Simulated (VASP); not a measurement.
# Cs (Fd-3m) in VASP: further runs, part 2 of 2

VASP 6.6.1.

**3. Single point, LDA (66.45 Å³/atom)**

Input file INCAR:

```
PREC = Accurate
ENCUT = 520
EDIFF = 1E-6
ISMEAR = -1
SIGMA = 0.08
LREAL = F
LASPH = T
NELM = 80
ALGO = Normal
ISIF = 2
LWAVE = F
LCHARG = F
GGA = CA
NBANDS = 16
```

Input file KPOINTS:

```
regular mesh
0
Gamma
  7 7 7
```

Input file POSCAR:

```
Cs
1.0
    0.0000000000      4.0504655462      4.0504655462
    4.0504655462      0.0000000000      4.0504655462
    4.0504655462      4.0504655462      0.0000000000
Cs
2
Direct
   -0.1250000000     -0.1250000000     -0.1250000000
    0.1250000000      0.1250000000      0.1250000000
```

Potentials or basis: VASP PAW LDA potentials, release 64 (Cs_sv).

Run with:

```console
cat potpaw_LDA.64/Cs_sv/POTCAR > POTCAR
mpirun -np 1 vasp_std > vasp.out
```

OUTCAR:

```text
PREC = Accurate
   ENCUT = 520
   EDIFF = 1E-6
   ISMEAR = -1
   LREAL = F
   LASPH = T
   NELM = 80
   ISIF = 2
   GGA = CA

 ion  position               nearest neighbor table
   1  0.875  0.875  0.875-
   2  0.125  0.125  0.125-

  LATTYP: Found a face centered cubic cell.
 ALAT       =     8.1009310924

  Lattice vectors:

 A1 = (   0.0000000000,   4.0504655462,   4.0504655462)
 A2 = (   4.0504655462,   0.0000000000,   4.0504655462)
 A3 = (   4.0504655462,   4.0504655462,   0.0000000000)

Analysis of symmetry for initial positions (statically):
=====================================================================
 Subroutine PRICEL returns:
 Original cell was already a primitive cell.

 Routine SETGRP: Setting up the symmetry group for a
 face centered cubic supercell.

 Subroutine GETGRP returns: Found 48 space group operations
 (whereof 12 operations were pure point group operations)
 out of a pool of 48 trial point group operations.

[... 154 lines left out ...]
  ---------------------------------------------------
  free energy    TOTEN  =        -0.97241389 eV

  energy without entropy =       -0.87843578  energy(sigma->0) =       -0.92542484

 E-fermi :   1.8110     XC(G=0):  -7.0810

 val. band max:        1.7913675122   @ k =   0.4286   0.2857   0.0000
 cond. band min:       1.8202763424   @ k =   0.4286   0.4286   0.0000
 fundamental gap:      0.0289088303
 Fermi energy:         1.8109980525

 k-point     1 :       0.0000    0.0000    0.0000
  band No.  band energies     occupation
      1     -22.5762      2.00000
      2     -21.8990      2.00000
      3      -9.6928      2.00000
      4      -9.6928      2.00000
      5      -9.6928      2.00000
      6      -8.5646      2.00000
[... 357 lines left out ...]
      3     -10.0485      2.00000
      4      -9.9819      2.00000
      5      -9.2586      2.00000
      6      -8.9812      2.00000
[... 8 lines left out ...]
     15       5.0429      0.00000
     16       5.2070      0.00000

------------------------ aborting loop because EDIFF is reached ----------------------------------------

  FORCE on cell =-STRESS in cart. coord.  units (eV):
  Direction    XX          YY          ZZ          XY          YZ          ZX
  --------------------------------------------------------------------------------------
  -------------------------------------------------------------------------------------
  Total        1.3161419      1.3161419      1.3161419      0.0000000      0.0000000      0.0000000
  in kB       15.8660371     15.8660371     15.8660371      0.0000000      0.0000000      0.0000000
  external PRESSURE =      15.8660371 kB  Pullay stress =       0.0000000 kB

 VOLUME and BASIS-vectors are now :
 -----------------------------------------------------------------------------
  energy-cutoff  :      520.00
  volume of cell :      132.91
      direct lattice vectors                 reciprocal lattice vectors
     0.000000000  4.050465546  4.050465546    -0.123442600  0.123442600  0.123442600
     4.050465546  0.000000000  4.050465546     0.123442600 -0.123442600  0.123442600
     4.050465546  4.050465546  0.000000000     0.123442600  0.123442600 -0.123442600

 POSITION                                       TOTAL-FORCE (eV/Angst)
 -----------------------------------------------------------------------------------
      7.08831      7.08831      7.08831         0.000000     -0.000000      0.000000
      1.01262      1.01262      1.01262        -0.000000      0.000000     -0.000000
 -----------------------------------------------------------------------------------
    total drift:                                0.000000      0.000000      0.000000

  FREE ENERGIE OF THE ION-ELECTRON SYSTEM (eV)
  ---------------------------------------------------
  free  energy   TOTEN  =        -0.9724138930 eV

  energy  without entropy=       -0.8784357844  energy(sigma->0) =       -0.92542484
```

stdout:

```text
POSCAR found type information on POSCAR Cs
 POSCAR found :  1 types and       2 ions
 scaLAPACK will be used
 LDA part: xc-table for (Slater(with rela. corr.)+CA(PZ))
 , standard interpolation
 POSCAR, INCAR and KPOINTS ok, starting setup
 FFT: planning ... GRIDC
 FFT: planning ... GRID_SOFT
 FFT: planning ... GRID
 WAVECAR not read
 entering main loop
```

Run time: 25 s. Hardware: 1 thread of Intel Xeon 6975P-C (Granite Rapids), shared host; peak memory 0.25 GiB.

Results:

| Quantity | Value |
| --- | --- |
| Free energy | -0.9724 eV |
| Pressure | 1.6 GPa |
| Band gap on the k mesh | zero (bands 9 and 10 overlap by 0.08 eV) |

Levels at points of the mesh, in eV from the Fermi level:
```
           k point  band 6  band 7  band 8  band 9  band 10  band 11  band 12  band 13
(0.00, 0.00, 0.00)  -10.38  -10.38  -10.38   -1.67     1.10     1.10     2.14     2.14
```

Caveat: spin-orbit coupling is left out, which moves the levels of the heavy elements.

**4. Single point, LDA (77.27 Å³/atom)**

This run uses another cell than the first one, of 77.27 Å³/atom.

Input file INCAR:

```
SYSTEM = Cs
  PREC = Accurate
  ENCUT = 520
  EDIFF = 1E-7
  ISMEAR = -1
  SIGMA = 0.08
  LREAL = .False.
  LASPH = .True.
  NELM = 80
  ALGO = Normal
  ISIF = 2
  LWAVE = .False.
  LCHARG = .False.
  NBANDS = 16
```

Input file KPOINTS:

```
regular mesh
0
Gamma
  7 7 7
  0 0 0
```

Input file POSCAR:

```
Cs
1.0
    0.0000000000      4.2593055082      4.2593055082
    4.2593055082      0.0000000000      4.2593055082
    4.2593055082      4.2593055082      0.0000000000
Cs
2
Direct
   -0.1250000000     -0.1250000000     -0.1250000000
    0.1250000000      0.1250000000      0.1250000000
```

Run with:

```console
cat potpaw_LDA.64/Cs_sv/POTCAR > POTCAR
mpirun -np 1 vasp_std > vasp.out
```

Wall time 22 s (1 thread of Intel Xeon 6975P-C (Granite Rapids), shared host); peak memory 0.25 GiB.

It converged, with:

```
Free energy : -1.1260 eV
Pressure    : 0.8 GPa
```

Levels at points of the mesh, in eV from the Fermi level:
```csv
k point,band 5,band 6,band 7,band 8,band 9,band 10,band 11,band 12,band 13,band 14
"(0.00, 0.00, 0.00)",-11.46,-10.62,-10.62,-10.62,-1.75,1.07,1.07,1.88,1.88,1.88
```

Caveat: spin-orbit coupling is left out, which moves the levels of the heavy elements.

**5. Single point, LDA (89.63 Å³/atom)**

This run uses another cell than the first one, of 89.63 Å³/atom.

Input file INCAR:

```
PREC     = Accurate       # precision mode
ENCUT    = 520            # plane-wave cutoff, eV
EDIFF    = 1E-7           # SCF threshold, eV
ISMEAR   = -1             # smearing method
SIGMA    = 0.08           # smearing width, eV
LREAL    = F              # projectors in reciprocal space
LASPH    = T              # aspherical terms in the spheres
NELM     = 60             # most SCF steps
ALGO     = Normal         # electronic algorithm
ISIF     = 2              # what is computed and relaxed
LWAVE    = F              # write WAVECAR
LCHARG   = F              # write CHGCAR
NBANDS   = 16             # bands
```

Input file KPOINTS:

```
Automatic mesh
0
Gamma
  7 7 7
```

Input file POSCAR:

```
Cs
1.0
    0.0000000000      4.4753271527      4.4753271527
    4.4753271527      0.0000000000      4.4753271527
    4.4753271527      4.4753271527      0.0000000000
Cs
2
Direct
   -0.1250000000     -0.1250000000     -0.1250000000
    0.1250000000      0.1250000000      0.1250000000
```

Run with:

```console
cat potpaw_LDA.64/Cs_sv/POTCAR > POTCAR
mpirun -np 1 vasp_std > vasp.out
```

Wall time 23 s (1 thread of Intel Xeon 6975P-C (Granite Rapids), shared host); peak memory 0.25 GiB.

The run converged. Its results:

```
Free energy : -1.2290 eV
Pressure    : 0.5 GPa
```

Levels at points of the mesh, in eV from the Fermi level:
| k point | band 7 | band 8 | band 9 | band 10 | band 11 | band 12 |
| --- | --- | --- | --- | --- | --- | --- |
| (0.00, 0.00, 0.00) | -10.80 | -10.80 | -1.79 | 1.06 | 1.06 | 1.67 |

Caveat: spin-orbit coupling is left out, which moves the levels of the heavy elements.

**6. Single point, LDA (89.63 Å³/atom)**

This run uses another cell than the first one, of 89.63 Å³/atom.

Input file INCAR:

```
PREC = Accurate
ENCUT = 520
EDIFF = 1E-6
ISMEAR = -1
SIGMA = 0.08
LREAL = F
LASPH = T
NELM = 80
ALGO = Normal
ISIF = 2
LWAVE = F
LCHARG = F
GGA = CA
NBANDS = 16
```

KPOINTS is that of step 5.

POSCAR is that of step 5.

Potentials or basis: VASP PAW LDA potentials, release 64 (Cs_sv).

Run with:

```console
cat potpaw_LDA.64/Cs_sv/POTCAR > POTCAR
mpirun -np 1 vasp_std > vasp.out
```

Run time: 21 s. Hardware: 1 thread of Intel Xeon 6975P-C (Granite Rapids), shared host; peak memory 0.25 GiB.

Results (log left out):

| Property | Result |
| --- | --- |
| Free energy | -1.2290 eV |
| Pressure | 0.5 GPa |

Levels at points of the mesh, in eV from the Fermi level:
| k point | band 5 | band 6 | band 7 | band 8 | band 9 | band 10 | band 11 | band 12 | band 13 | band 14 |
| --- | --- | --- | --- | --- | --- | --- | --- | --- | --- | --- |
| (0.00, 0.00, 0.00) | -11.42 | -10.80 | -10.80 | -10.80 | -1.79 | 1.06 | 1.06 | 1.67 | 1.67 | 1.67 |

Caveat: spin-orbit coupling is left out, which moves the levels of the heavy elements.

**7. The runs side by side**

| cell | pressure (GPa) |
| --- | --- |
| a = 5.728 Å, angles 60.0°, 2 atoms | 1.6 |
| a = 6.024 Å, angles 60.0°, 2 atoms | 0.8 |
| a = 6.329 Å, angles 60.0°, 2 atoms | 0.5 |

Alike in all rows: task single point; level LDA; potentials or basis VASP PAW LDA potentials, release 64 (Cs_sv); no spin polarisation; k mesh 7 × 7 × 7; cutoff (eV) 520; smearing fermi-dirac 0.08 eV.

Caveats: spin-orbit coupling is left out, which moves the levels of the heavy elements.

Absolute energies hang on the potentials; compare differences alone.
